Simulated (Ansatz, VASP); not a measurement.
# Two plane-wave programs on Mn

File INCAR:

```
PREC = Accurate ; ENCUT = 600
EDIFF = 1E-6 ; ISMEAR = 0
SIGMA = 0.1 ; LREAL = False
LASPH = True ; NELM = 80
ALGO = Normal ; ISIF = 3
LWAVE = False ; LCHARG = False
GGA = PS ; IBRION = 2
NSW = 80 ; EDIFFG = -0.01
```

The input KPOINTS:

```
Automatic mesh
0
Gamma
  18 18 10
```

POSCAR

```
Mn
1.0
    2.4509452589      0.0000000000      0.0000000000
   -1.2254726295      2.1225808574      0.0000000000
    0.0000000000      0.0000000000      3.9746407659
Mn
2
Direct
    0.3333333333      0.6666666667      0.2500000000
    0.6666666667      0.3333333333      0.7500000000
```

Input for Ansatz:

```yaml
crystal:
  lattice:
    - [2.4509452589, 0.0, 0.0]
    - [-1.2254726295, 2.1225808574, 0.0]
    - [0.0, 0.0, 3.9746407659]
  atoms:
    - { symbol: Mn, position: [0.3333333333, 0.6666666667, 0.25] }
    - { symbol: Mn, position: [0.6666666667, 0.3333333333, 0.75] }
basis:
  ecutwfc: 420
kpoints:
  mp_grid: { grid: [18, 18, 10] }
hamiltonian:
  xc: pbesol
scf:
  occupations: { method: gaussian, width: 0.1 }
output:
  forces: true
  stress: true
  eigenvalues: true
relax:
  adjacent_minimum: "off"
  f_tol: 0.01
  max_steps: 60
  cell: { stress_tol: 0.1 }
```

Alike in both runs: task relaxation of cell and atoms; functional PBEsol; k mesh 18 × 18 × 10; occupations gaussian, width 0.1 eV; no spin polarisation.

|  | VASP | Ansatz |
| --- | --- | --- |
| version | VASP 6.6.1 | Ansatz 0.2.0 |
| potentials or method | VASP PAW PBE potentials, release 64 (Mn_pv), cutoff 600 eV | scalar-relativistic, plane waves, PAW |
| valence electrons in the cell | 26 | 30 |

|  | VASP | Ansatz | Ansatz less VASP |
| --- | --- | --- | --- |
| gap on the k mesh at the Fermi level, each at its own relaxed structure (eV) | none | none | - |
| relaxed volume (Å³/atom) | 10.32 | 10.32 | +0.003 |
| relaxed cell length with the largest relative difference (Å) | 3.962 | 3.966 | +0.0031 |

VASP's potentials were made for PBE, not for PBEsol. A gap of «none» marks a metal or a gap that the smearing closes. VASP's potentials hold 26 valence electrons a cell and Ansatz's 30, so a difference there can come from the potentials and not from the codes.
